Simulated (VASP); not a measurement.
A run of VASP 6.6.1 is set up as follows.

The input INCAR:

```
ALGO = Normal
EDIFF = 1E-6
ENCUT = 520
GGA = PS
ISIF = 2
ISMEAR = 0
ISPIN = 2
LASPH = T
LCHARG = F
LMAXMIX = 4
LORBIT = 11
LREAL = F
LWAVE = F
MAGMOM = 0.3 0.3 0.3 0
NBANDS = 32
NELM = 150
NUPDOWN = 0.9
PREC = Accurate
SIGMA = 0.15
```

Contents of KPOINTS:

```
k-points
0
Gamma
  12 12 12
```

Contents of POSCAR:

```
Ti3Al
1.0
    0.0000000000      3.1911121595      3.1911121595
    3.1911121595      0.0000000000      3.1911121595
    3.1911121595      3.1911121595      0.0000000000
Ti Al
3 1
Direct
    0.7500000000      0.7500000000      0.7500000000
    0.2500000000      0.2500000000      0.2500000000
    0.0000000000      0.0000000000      0.0000000000
    0.5000000000      0.5000000000      0.5000000000
```

Potentials or basis: VASP PAW PBE potentials, release 64 (Ti_sv, Al).

Command:

```sh
$ cat potpaw_PBE.64/Ti_sv/POTCAR potpaw_PBE.64/Al/POTCAR > POTCAR
$ mpirun -np 1 vasp_std > vasp.out
```

(1) Estimate the pressure.

Answers

(1) -0.6 GPa.

Caveat: the PAW data sets were made with another functional, which shifts forces and pressure a little; the total moment is fixed, so each spin has its own Fermi level.
